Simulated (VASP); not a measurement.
Wanted: the native input for a VASP 6.6.1 run.

```
Task                   : single point
Functional             : PBE
Potentials or basis    : VASP PAW PBE potentials, release 64 (Cu_sv_GW, O)
Cutoff                 : 820 eV
k mesh                 : 7 × 7 × 7
Occupations            : fermi-dirac, width 0.05 eV
Spin                   : no spin polarisation
Dipole correction      : no
Further INCAR settings : ALGO = Normal; EDIFF = 1e-06; NBANDS = 46
```

The structure of CuO lies in POSCAR:

```
CuO
1.0
    4.2231447276      0.0000000000      0.0000000000
    0.0000000000      4.2231447276      0.0000000000
    0.0000000000      0.0000000000      3.8619828824
Cu O
3 3
Direct
    0.5000000000      0.0000000000      0.5000000000
    0.0000000000      0.5000000000      0.5000000000
    0.0000000000      0.0000000000      0.0000000000
    0.0000000000      0.0000000000      0.5000000000
    0.5000000000      0.0000000000      0.0000000000
    0.0000000000      0.5000000000      0.0000000000
```

These files were run (other wordings do the same):

INCAR

```
SYSTEM = CuO
  PREC = Accurate
  ENCUT = 820
  EDIFF = 1E-6
  ISMEAR = -1
  SIGMA = 0.05
  LREAL = .FALSE.
  LASPH = .TRUE.
  NELM = 120
  ALGO = Normal
  ISIF = 2
  LWAVE = .FALSE.
  LCHARG = .FALSE.
  GGA = PE
  NBANDS = 46
  GGA_COMPAT = .FALSE.
```

KPOINTS

```
Automatic mesh
0
G
  7 7 7
  0 0 0
```

Potentials or basis: VASP PAW PBE potentials, release 64 (Cu_sv_GW, O).

The run is started by

```console
$ cat potpaw_PBE.64/Cu_sv_GW/POTCAR potpaw_PBE.64/O/POTCAR > POTCAR
$ mpirun -np 1 vasp_std > vasp.out
```

Results of the run:

```
Pressure               : -1.0 GPa
Band gap on the k mesh : zero (an odd number of electrons rules out a gap without spin polarisation)
```

Caveat: an odd number of electrons without spin polarisation forces a metal; a magnetic or distorted state may lie lower; semilocal functionals often make such compounds metallic where correlation or magnetic order opens a gap, which also shifts bond lengths.

Run time: 2.7 min on 1 thread of AMD EPYC 9R45 96-Core Processor (Zen 5) (shared host), peak memory 0.34 GiB.
